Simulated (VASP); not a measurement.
# Sc12H (a cell with a defect) in VASP: notebook

Sc12H (a cell with a defect) is run at these levels: PBE; tasks: single point.

Program: VASP 6.6.1. These are calculated values, not measurements. Logs are shortened: lines on timing, memory, paths and dates and some standing lists are left out, and cuts for length are marked.

### Step 1. The cell of the first run

The cell holds a defect, 13 atoms: a = 6.620 Å, b = 9.930 Å, c = 5.276 Å, α = 90.00°, β = 90.00°, γ = 120.00°.

### Step 2. Single point, PBE

INCAR

```
SYSTEM = Sc12H
PREC = Accurate
ENCUT = 520
EDIFF = 1E-6
ISMEAR = -1
SIGMA = 0.05
LREAL = .FALSE.
LASPH = .TRUE.
NELM = 100
ALGO = Normal
ISIF = 2
LWAVE = .FALSE.
LCHARG = .FALSE.
GGA = PE
NBANDS = 78
```

KPOINTS

```
Automatic mesh
0
G
  3 2 3
  0 0 0
```

POSCAR

```
Sc12H
1.0
    6.6200000000      0.0000000000      0.0000000000
   -4.9650000000      8.5996320000      0.0000000000
    0.0000000000      0.0000000000      5.2761400000
Sc H
12 1
Direct
   -0.0009454376     -0.0005822779     -0.0048119154
    0.1660232605      0.2226567658      0.4982337583
   -0.0003906890      0.3334624607     -0.0030178631
    0.1671224010      0.5557460054      0.4971349604
   -0.0009947116      0.6664758216     -0.0045973552
    0.1618462829      0.8870647198      0.4952548630
    0.4999112836      0.0000171644      0.0098862153
    0.6691429204      0.2253700664      0.4951156799
    0.4996815711      0.3329496691     -0.0034763839
    0.6637445197      0.5539658169      0.4963179741
    0.5007248530      0.6673921430     -0.0043196478
    0.6666186352      0.8885617111      0.4945446261
    0.4987213109      0.0009067338      0.4010166884
```

Potentials or basis: VASP PAW PBE potentials, release 64 (Sc_sv, H).

On the command line:

```console
> cat potpaw_PBE.64/Sc_sv/POTCAR potpaw_PBE.64/H/POTCAR > POTCAR
> mpirun -np 1 vasp_std > vasp.out
```

OUTCAR:

```text
SYSTEM = Sc12H
   PREC = Accurate
   ENCUT = 520
   EDIFF = 1E-6
   ISMEAR = -1
   LREAL = .FALSE.
   LASPH = .TRUE.
   NELM = 100
   ISIF = 2
   GGA = PE

 ion  position               nearest neighbor table
   1  0.999  0.999  0.995-   2 3.25   6 3.25   6 3.25  12 3.25  12 3.26   2 3.28  11 3.30   5 3.31
                             7 3.31   9 3.31   7 3.31   3 3.32
   2  0.166  0.223  0.498-   1 3.25   3 3.25   9 3.25   3 3.26   9 3.27   1 3.28  10 3.29   8 3.30
                             4 3.30  12 3.31   8 3.32   6 3.32
   3  1.000  0.333  0.997-   8 3.24   2 3.25   8 3.26   4 3.26   4 3.26   2 3.26   9 3.31   5 3.31
                             7 3.31   9 3.31   1 3.32  11 3.32
   4  0.167  0.556  0.497-  11 3.25   5 3.25   3 3.26   3 3.26  11 3.26   5 3.27   8 3.29  10 3.30
                             2 3.30  12 3.31   6 3.31  10 3.32
   5  0.999  0.666  0.995-   6 3.25   6 3.25   4 3.25  10 3.26   4 3.27  10 3.27  11 3.30   1 3.31
                             9 3.31   3 3.31   7 3.31  11 3.32
   6  0.162  0.887  0.495-  13 1.99   7 3.21   5 3.25   5 3.25   1 3.25   1 3.25  12 3.29  10 3.30
                             4 3.31   2 3.32  12 3.33   7 3.34   8 3.36
   7  0.500  0.000  0.010-  13 2.06  12 3.19   8 3.21   6 3.21  11 3.31   9 3.31   1 3.31   3 3.31
                             1 3.31   5 3.31  12 3.33   6 3.34   8 3.34
   8  0.669  0.225  0.495-  13 1.99   7 3.21   3 3.24   9 3.24   9 3.26   3 3.26  10 3.28   4 3.29
                             2 3.30   2 3.32  12 3.34   7 3.34   6 3.36
   9  0.500  0.333  0.997-   8 3.24  10 3.25   2 3.25  10 3.25   8 3.26   2 3.27   3 3.31   7 3.31
                             5 3.31   3 3.31   1 3.31  11 3.32
  10  0.664  0.554  0.496-   9 3.25   9 3.25  11 3.25  11 3.26   5 3.26   5 3.27   8 3.28   2 3.29
                             4 3.30   6 3.30  12 3.31   4 3.32
  11  0.501  0.667  0.996-  12 3.25   4 3.25  10 3.25  12 3.26  10 3.26   4 3.26   1 3.30   5 3.30
                             7 3.31   3 3.32   5 3.32   9 3.32
  12  0.667  0.889  0.495-  13 1.99   7 3.19  11 3.25   1 3.25  11 3.26   1 3.26   6 3.29   4 3.31
                             2 3.31  10 3.31   7 3.33   6 3.33   8 3.34
  13  0.499  0.001  0.401-  12 1.99   8 1.99   6 1.99   7 2.06

  LATTYP: Found a simple monoclinic cell.
 ALAT       =     6.6200000000
 B/A-ratio  =     0.7970000000
 C/A-ratio  =     1.3228756170
 COS(beta)  =    -0.1889822420

  Lattice vectors:

 A1 = (   6.6200000000,   0.0000000000,   0.0000000000)
 A2 = (   0.0000000000,   0.0000000000,   5.2761400000)
 A3 = (  -1.6550000000,  -8.5996320000,   0.0000000000)

Analysis of symmetry for initial positions (statically):
=====================================================================
 Subroutine PRICEL returns:
 Original cell was already a primitive cell.

 Routine SETGRP: Setting up the symmetry group for a
 simple monoclinic supercell.

 Subroutine GETGRP returns: Found  1 space group operations
 (whereof  1 operations were pure point group operations)
 out of a pool of  4 trial point group operations.

The static configuration has the point symmetry C_1 .

Analysis of symmetry for dynamics (positions and initial velocities):
=====================================================================
 Subroutine PRICEL returns:
 Original cell was already a primitive cell.

 Routine SETGRP: Setting up the symmetry group for a
 simple monoclinic supercell.

 Subroutine GETGRP returns: Found  1 space group operations
 (whereof  1 operations were pure point group operations)
 out of a pool of  4 trial point group operations.

The dynamic configuration has the point symmetry C_1 .

 Subroutine INISYM returns: Found  1 space group operations
 (whereof  1 operations are pure point group operations),
 and found     1 'primitive' translations

----------------------------------------------------------------------------------------

                                     Primitive cell

  volume of cell :     300.3683

  direct lattice vectors                    reciprocal lattice vectors
[... 41 lines left out ...]
   EFERMI_NEDOS =   21; number of points for ismear=-14 and -15
   IALGO  =     38    algorithm
   IMIX   =      4    mixing-type and parameters
     AMIX     =   0.40;   BMIX     =  1.00
     AMIX_MAG =   1.60;   BMIX_MAG =  1.00
  volume/ion in A,a.u.               =      23.11       155.92
  Fermi-wavevector in a.u.,A,eV,Ry     =   1.247788  2.357977 21.183915  1.556974
  Thomas-Fermi vector in A             =   2.381904
   LORBIT       =      0    0 simple, 1 ext, 2 COOP (PROOUT), +10 PAW based schemes
   GGA     = PE    functional components
   LHFCALC =     F    Hartree Fock is set to
   AEXX    =    0.0000 exact exchange contribution
   IVDW    =     0    specifies the selected vdW correction
   LEPSILON=     F    determine dielectric tensor
   LRPA    =     F    only Hartree local field effects (RPA)
 non-spin polarized calculation
  energy-cutoff  :      520.00
  volume of cell :      300.37
 maximum number of plane-waves:      8103
 NGX is ok and might be reduce to    50
   NGX = 25   NGY = 37   NGZ = 19

 number of electron     132.9999998 magnetization

 Free energy of the ion-electron system (eV)
  ---------------------------------------------------
  ext. energy  EPLUGINS =         0.00000000
  ---------------------------------------------------
  free energy    TOTEN  =       -79.34780691 eV

  energy without entropy =      -79.12025726  energy(sigma->0) =      -79.23403209

 E-fermi :   3.6280     XC(G=0):  -9.8562

 val. band max:        3.6269908771   @ k =   0.3333   0.5000   0.0000
 cond. band min:       3.6401160646   @ k =   0.0000   0.5000   0.3333
 fundamental gap:      0.0131251875
 Fermi energy:         3.6280192230

 k-point     1 :       0.0000    0.0000    0.0000
  band No.  band energies     occupation
      1     -45.8468      2.00000
      2     -45.8054      2.00000
      3     -45.7809      2.00000
      4     -45.7740      2.00000
      5     -45.7636      2.00000
      6     -45.7589      2.00000
[... 799 lines left out ...]
     77       4.5732      0.00000
     78       4.6445      0.00000

------------------------ aborting loop because EDIFF is reached ----------------------------------------

  FORCE on cell =-STRESS in cart. coord.  units (eV):
  Direction    XX          YY          ZZ          XY          YZ          ZX
  --------------------------------------------------------------------------------------
  -------------------------------------------------------------------------------------
  Total        0.0983601      0.1496496     -1.7311115     -0.0393986     -0.0409357      0.0170018
  in kB        0.5246571      0.7982370     -9.2338210     -0.2101538     -0.2183526      0.0906885
  external PRESSURE =      -2.6369756 kB  Pullay stress =       0.0000000 kB

 VOLUME and BASIS-vectors are now :
 -----------------------------------------------------------------------------
  energy-cutoff  :      520.00
  volume of cell :      300.37
      direct lattice vectors                 reciprocal lattice vectors
     6.620000000  0.000000000  0.000000000     0.151057402  0.087213034  0.000000000
    -4.965000000  8.599632000  0.000000000     0.000000000  0.116284046  0.000000000
     0.000000000  0.000000000  5.276140000     0.000000000  0.000000000  0.189532499

 POSITION                                       TOTAL-FORCE (eV/Angst)
 -----------------------------------------------------------------------------------
      1.65163      8.59462      5.25075         0.000149     -0.007585     -0.005162
     -0.00642      1.91477      2.62875         0.007225     -0.006911     -0.030361
      4.96177      2.86765      5.26022        -0.010479     -0.005144     -0.005589
     -1.65293      4.77921      2.62295        -0.002300      0.011409     -0.021567
      3.30436      5.73145      5.25188         0.003918      0.010524     -0.006372
     -3.33285      7.62843      2.61303        -0.001650      0.009140      0.011577
      3.30933      0.00015      0.05216        -0.025744      0.001876      0.039525
      3.31076      1.93810      2.61230        -0.019535      0.027834      0.032811
      1.65480      2.86324      5.25780         0.008629     -0.012670     -0.007353
      1.64355      4.76390      2.61864        -0.002425     -0.003283     -0.012377
      0.00120      5.73933      5.25335        -0.004557      0.018672     -0.005225
      0.00131      7.64130      2.60929         0.050137     -0.043983      0.043143
      3.29703      0.00780      2.11582        -0.003370      0.000121     -0.033051
 -----------------------------------------------------------------------------------
    total drift:                               -0.000185      0.000185      0.001191

  FREE ENERGIE OF THE ION-ELECTRON SYSTEM (eV)
  ---------------------------------------------------
  free  energy   TOTEN  =       -79.3478069131 eV

  energy  without entropy=      -79.1202572637  energy(sigma->0) =      -79.23403209
```

It took 7.7 min on 1 thread of Intel Xeon Platinum 8259CL at 2.50GHz (Skylake/Cascade Lake), shared host; peak memory 0.48 GiB.

Results:

```
Free energy            : -79.3478 eV
Pressure               : -0.3 GPa
Largest force          : 0.079 eV/Å
Band gap on the k mesh : zero (an odd number of electrons rules out a gap without spin polarisation)
```

Forces on the atoms (eV/Å):
```
Sc   0.000 -0.008 -0.005
Sc   0.007 -0.007 -0.030
Sc  -0.010 -0.005 -0.006
Sc  -0.002  0.011 -0.022
Sc   0.004  0.011 -0.006
Sc  -0.002  0.009  0.012
Sc  -0.026  0.002  0.040
Sc  -0.020  0.028  0.033
Sc   0.009 -0.013 -0.007
Sc  -0.002 -0.003 -0.012
Sc  -0.005  0.019 -0.005
Sc   0.050 -0.044  0.043
H   -0.003  0.000 -0.033
```

Levels at points of the mesh, in eV from the Fermi level:
```
           k point  band 64  band 65  band 66  band 67  band 68  band 69
(0.00, 0.00, 0.00)    -0.52    -0.47    -0.41    -0.28    -0.28     0.02
(0.00, 0.50, 0.00)    -0.54    -0.47    -0.28    -0.28    -0.28    -0.04
```

Caveat: the k points lie up to 0.40 Å⁻¹ apart, too coarse for converged energies and pressures of a metal.

### Step 3. Single point, PBE

INCAR

```
SYSTEM = Sc12H
PREC = Accurate
ENCUT = 520
EDIFF = 1E-6
ISMEAR = -1
SIGMA = 0.05
LREAL = .False.
LASPH = .True.
NELM = 80
ALGO = Normal
ISIF = 2
LWAVE = .False.
LCHARG = .False.
GGA = PE
NBANDS = 78
```

KPOINTS

```
Automatic mesh
0
Gamma
  3 2 3
  0 0 0
```

POSCAR

```
Sc12H
1.0
    6.6200000000      0.0000000000      0.0000000000
   -4.9650000000      8.5996320000      0.0000000000
    0.0000000000      0.0000000000      5.2761400000
Sc H
12 1
Direct
   -0.0778014426      0.0305245620     -0.0404841418
    0.1955058273      0.2581970949      0.5536623365
   -0.0153927118      0.3602014598      0.0285435944
    0.2117069998      0.5675126564      0.4778872433
   -0.0351350643      0.6548652314      0.0286762671
    0.1375814694      0.8733513248      0.4826634623
    0.4560324574      0.0032094397     -0.0402756561
    0.6876681743      0.2632554509      0.4942628513
    0.4779039908      0.3385144853      0.0447675763
    0.6344173738      0.5456279990      0.5088379004
    0.5363994824      0.7053906493     -0.0300977609
    0.6432832213      0.8742467120      0.4613789627
    0.5022582557      0.0396877448      0.5327569018
```

Potentials or basis: VASP PAW PBE potentials, release 64 (Sc_sv, H).

On the command line:

```console
> cat potpaw_PBE.64/Sc_sv/POTCAR potpaw_PBE.64/H/POTCAR > POTCAR
> mpirun -np 1 vasp_std > vasp.out
```

Wall time 8.9 min (1 thread of Intel Xeon Platinum 8259CL at 2.50GHz (Skylake/Cascade Lake), shared host); peak memory 0.47 GiB.

It converged, with:

```
Free energy            : -77.1631 eV
Pressure               : 0.8 GPa
Largest force          : 1.695 eV/Å
Band gap on the k mesh : zero (an odd number of electrons rules out a gap without spin polarisation)
```

Forces in eV/Å, atoms in the order of the input:
```
Sc   1.588  0.089  0.585
Sc  -0.582 -1.110 -0.571
Sc   0.744 -0.185 -0.742
Sc  -1.251  0.047  0.482
Sc   0.377  0.572 -0.712
Sc  -0.308  0.793  0.338
Sc  -0.130  0.103 -0.166
Sc   0.438 -0.632  0.682
Sc  -0.579  0.054 -0.465
Sc   0.884  1.033  0.167
Sc  -0.719 -1.075  0.077
Sc  -0.402  1.374  0.122
H   -0.061 -1.065  0.202
```

Stress tensor (GPa, compression positive):
```
 0.50  1.17  0.20
 1.17  2.27  0.39
 0.20  0.39 -0.25
```

Levels at points of the mesh, in eV from the Fermi level:
```csv
k point,band 63,band 64,band 65,band 66,band 67,band 68,band 69,band 70
"(0.00, 0.00, 0.00)",-0.47,-0.39,-0.31,-0.29,-0.18,-0.09,-0.03,0.27
"(0.00, 0.50, 0.00)",-0.49,-0.43,-0.27,-0.21,-0.13,-0.07,0.05,0.11
```

Caveat: the k points lie up to 0.40 Å⁻¹ apart, too coarse for converged energies and pressures of a metal; the atoms stand as in a frame of molecular dynamics.

### Step 4. Single point, PBE

INCAR

```
ALGO = Normal
EDIFF = 1E-6
ENCUT = 520
GGA = PE
ISIF = 2
ISMEAR = -1
LASPH = True
LCHARG = False
LREAL = False
LWAVE = False
NBANDS = 78
NELM = 80
PREC = Accurate
SIGMA = 0.05
```

KPOINTS

```
k-points
0
Gamma
  3 2 3
```

POSCAR

```
Sc12H
1.0
    6.6200000000      0.0000000000      0.0000000000
   -4.9650000000      8.5996320000      0.0000000000
    0.0000000000      0.0000000000      5.2761400000
Sc H
12 1
Direct
    0.0014016166      0.0130470699     -0.0601765685
    0.1307534587      0.2196954474      0.4871932890
    0.0577114546      0.3527592809      0.0250941029
    0.1724904956      0.6110145178      0.5135762129
    0.0014697819      0.6718892157     -0.0163566547
    0.0612625256      0.9066783323      0.4540630082
    0.4513382892     -0.0246405893     -0.0256058406
    0.6414402240      0.2040552433      0.6016898718
    0.4954105905      0.3263279173      0.0528037543
    0.6797615801      0.5701755610      0.5155094444
    0.5091793120      0.6757033324     -0.0063303855
    0.6511408844      0.9492150362      0.4258037126
    0.4509427154     -0.0056514046      0.6493004355
```

On the command line:

```console
> cat potpaw_PBE.64/Sc_sv/POTCAR potpaw_PBE.64/H/POTCAR > POTCAR
> mpirun -np 1 vasp_std > vasp.out
```

Wall time 5.5 min (1 thread of AMD EPYC 7R13 (Zen 3), shared host); peak memory 0.42 GiB.

It converged, with:

| Item | Value |
| --- | --- |
| Free energy | -76.1203 eV |
| Pressure | 1.9 GPa |
| Largest force | 3.068 eV/Å |
| Band gap on the k mesh | zero (an odd number of electrons rules out a gap without spin polarisation) |

Forces on the atoms (eV/Å):
```
Sc  -0.907  0.079  0.358
Sc   0.692  1.380  0.596
Sc  -1.328 -0.025 -0.219
Sc   0.743 -0.629 -0.560
Sc  -0.439 -0.220  0.743
Sc   1.994 -0.741 -0.054
Sc   0.008 -0.161  1.488
Sc  -0.813  2.670 -1.275
Sc   0.582  0.066 -0.086
Sc  -0.901 -0.793 -0.194
Sc   0.306  0.503  0.367
Sc   0.343 -1.625  0.587
H   -0.281 -0.504 -1.751
```

Stress tensor (GPa, compression positive):
```
 1.02 -1.13 -0.78
-1.13  1.42 -0.01
-0.78 -0.01  3.31
```

Levels at points of the mesh, in eV from the Fermi level:
| k point | band 64 | band 65 | band 66 | band 67 | band 68 | band 69 |
| --- | --- | --- | --- | --- | --- | --- |
| (0.00, 0.00, 0.00) | -0.35 | -0.27 | -0.24 | -0.15 | -0.05 | 0.03 |
| (0.00, 0.50, 0.00) | -0.50 | -0.38 | -0.22 | -0.15 | 0.01 | 0.10 |

Caveat: the k points lie up to 0.40 Å⁻¹ apart, too coarse for converged energies and pressures of a metal; the atoms stand as in a frame of molecular dynamics.

### Step 5. Single point, PBE

INCAR

```
SYSTEM = Sc12H
PREC     = Accurate       ! precision mode
ENCUT    = 520            ! plane-wave cutoff, eV
EDIFF    = 1E-6           ! SCF threshold, eV
ISMEAR   = -1             ! smearing method
SIGMA    = 0.05           ! smearing width, eV
LREAL    = .False.        ! projectors in reciprocal space
LASPH    = .True.         ! aspherical terms in the spheres
NELM     = 100            ! most SCF steps
ALGO     = Normal         ! electronic algorithm
ISIF     = 2              ! what is computed and relaxed
LWAVE    = .False.        ! write WAVECAR
LCHARG   = .False.        ! write CHGCAR
GGA      = PE             ! functional
NBANDS   = 78             ! bands
```

KPOINTS

```
regular mesh
0
Gamma
  3 2 3
  0 0 0
```

POSCAR

```
Sc12H
1.0
    6.6200000000      0.0000000000      0.0000000000
   -4.9650000000      8.5996320000      0.0000000000
    0.0000000000      0.0000000000      5.2761400000
Sc H
12 1
Direct
   -0.0009510440      0.0115818909     -0.0329217951
    0.1957380074      0.2735117038      0.4919505548
   -0.0129340689      0.3443054307     -0.0094576717
    0.1363692301      0.5755013703      0.4854306368
   -0.0217917071      0.6628074318      0.0120353137
    0.1544295747      0.8984337934      0.4531342989
    0.4527941657     -0.0216520893     -0.0459047713
    0.6522895726      0.2782793496      0.5127422699
    0.5363476169      0.3303164601      0.0440473528
    0.6092231355      0.5484304445      0.5198307854
    0.5052861650      0.6622143831      0.0515907463
    0.6455443501      0.9117832019      0.4864162058
    0.4962417930      0.0119074863      0.5767473949
```

On the command line:

```console
> cat potpaw_PBE.64/Sc_sv/POTCAR potpaw_PBE.64/H/POTCAR > POTCAR
> mpirun -np 1 vasp_std > vasp.out
```

Wall time 5.5 min (1 thread of AMD EPYC 7R13 (Zen 3), shared host); peak memory 0.44 GiB.

The run converged. Its results:

```yaml
Free_energy: -77.2451 eV
Pressure: 1.2 GPa
Largest_force: 2.715 eV/Å
Band_gap_on_the_k_mesh: zero (an odd number of electrons rules out a gap without spin polarisation)
```

Forces on the atoms (eV/Å):
```
Sc  -0.122 -0.001  0.189
Sc  -0.849 -1.447 -0.005
Sc   0.800 -0.048  0.037
Sc   0.387  0.170  0.518
Sc   0.017  0.186 -0.557
Sc  -0.545  0.439  0.496
Sc   0.392  0.581  0.153
Sc   1.605 -2.083  0.674
Sc  -1.736  0.277 -0.905
Sc   0.461  1.726  0.484
Sc  -0.800  0.186 -0.830
Sc   1.685 -0.784 -0.444
H   -1.295  0.798  0.191
```

Stress tensor (GPa, compression positive):
```
 3.13 -1.32 -0.18
-1.32 -0.43  0.38
-0.18  0.38  1.01
```

Levels at points of the mesh, in eV from the Fermi level:
| k point | band 64 | band 65 | band 66 | band 67 | band 68 | band 69 |
| --- | --- | --- | --- | --- | --- | --- |
| (0.00, 0.00, 0.00) | -0.34 | -0.30 | -0.26 | -0.17 | -0.09 | -0.03 |
| (0.00, 0.50, 0.00) | -0.41 | -0.32 | -0.23 | -0.22 | -0.06 | -0.01 |

Caveat: the k points lie up to 0.40 Å⁻¹ apart, too coarse for converged energies and pressures of a metal; the atoms stand as in a frame of molecular dynamics.

### Step 6. Overview

```tsv
cell	gap on the mesh (eV)	pressure (GPa)	largest force (eV/Å)
as given, atomic positions A	none	-0.3	0.08
as given, atomic positions B	none	0.8	1.69
as given, atomic positions C	none	1.9	3.07
as given, atomic positions D	none	1.2	2.71
```

Alike in all rows: task single point; level PBE; potentials or basis VASP PAW PBE potentials, release 64 (Sc_sv, H); no spin polarisation; k mesh 3 × 2 × 3; cutoff (eV) 520; smearing fermi-dirac 0.05 eV.

Caveats: all runs use coarse meshes; the atoms stand as in a frame of molecular dynamics (at least some runs).

Absolute energies hang on the potentials; compare differences alone.
